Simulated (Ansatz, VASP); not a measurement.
# C2N: VASP beside Ansatz

```
C N
1.0
     2.41709    0.00000    0.00000
     0.00000    2.41709    0.00000
     0.00000    0.00000    8.29506
C N
4 2
Direct
  0.00000 0.00000 0.00000
  0.50000 0.50000 0.00000
  0.00000 0.50000 0.41177
  0.50000 0.00000 0.58823
  0.00000 0.50000 0.59205
  0.50000 0.00000 0.40795
```

Change from the starting cell: species swapped into the YTe2 type (P4/nmm, No. 129).

Alike in both runs: functional PBE; k mesh 6 × 6 × 4; occupations gaussian, width 0.1 eV; no spin polarisation.

Ansatz relaxed the structure, and its values are those at the end. VASP's run is a single point on that final structure, the one shown.

```csv
,VASP,Ansatz
version,VASP 6.6.1,Ansatz 0.2.0
potentials or method,"VASP PAW PBE potentials, release 64 (C, N), cutoff 520 eV","scalar-relativistic, plane waves, PAW"
valence electrons in the cell,26,26
```

```csv
,VASP,Ansatz,Ansatz less VASP
gap on the k mesh at the Fermi level (eV),none,none,-
pressure (GPa),0.4,0.1,-0.32
rms of the force components (eV/Å),0.044,0.002,-0.0424
```

A gap of «none» marks a metal or a gap that the smearing closes. The functional is the same, so the differences come from potentials, cutoffs and numerics.

The k mesh is coarse, so the values compare programs but aren't converged.
